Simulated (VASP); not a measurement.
# SnO: single point with PBE+D3(BJ)

SnO, a slab with vacuum:

```
CELL_PARAMETERS angstrom
3.82015 0.00030 0.00000
-0.00031 3.82015 0.00000
0.00000 0.00000 21.51304
ATOMIC_POSITIONS crystal
Sn 0.99995 0.99995 0.18593
Sn 0.49995 0.49995 0.29578
O 0.99995 0.49995 0.24085
O 0.49995 0.99995 0.24085
```

```json
{"Program": "VASP 6.6.1", "Task": "single point", "Functional": "PBE", "Dispersion": "D3(BJ)", "Potentials or basis": "VASP PAW PBE potentials, release 64 (Sn_d, O)", "Cutoff": "520 eV", "k mesh": "7 × 7 × 1", "Occupations": "gaussian, width 0.05 eV", "Spin": "no spin polarisation"}
```

```yaml
Largest_force: 0.097 eV/Å
Band_gap_on_the_k_mesh: 3.06 eV, indirect (least direct gap 3.14 eV)
Dispersion_energy_per_atom: -0.137 eV
```

Forces on the atoms (eV/Å):
```
Sn   0.000  0.000 -0.097
Sn   0.000  0.000  0.097
O    0.000  0.000  0.000
O    0.000  0.000  0.000
```

Levels at points of the mesh, in eV from the valence-band top:
```
           k point  band 16  band 17  band 18  band 19  band 20  band 21  band 22  band 23  band 24  band 25
(0.00, 0.00, 0.00)    -3.70    -2.08    -1.67    -1.67    -0.04     3.10     3.16     5.25     5.27     5.63
```

Wall time 2.8 min on 1 thread of AMD EPYC 7R13 (shared host), peak memory 0.34 GiB.

Caveat: spin-orbit coupling is left out, which moves the levels of the heavy elements.
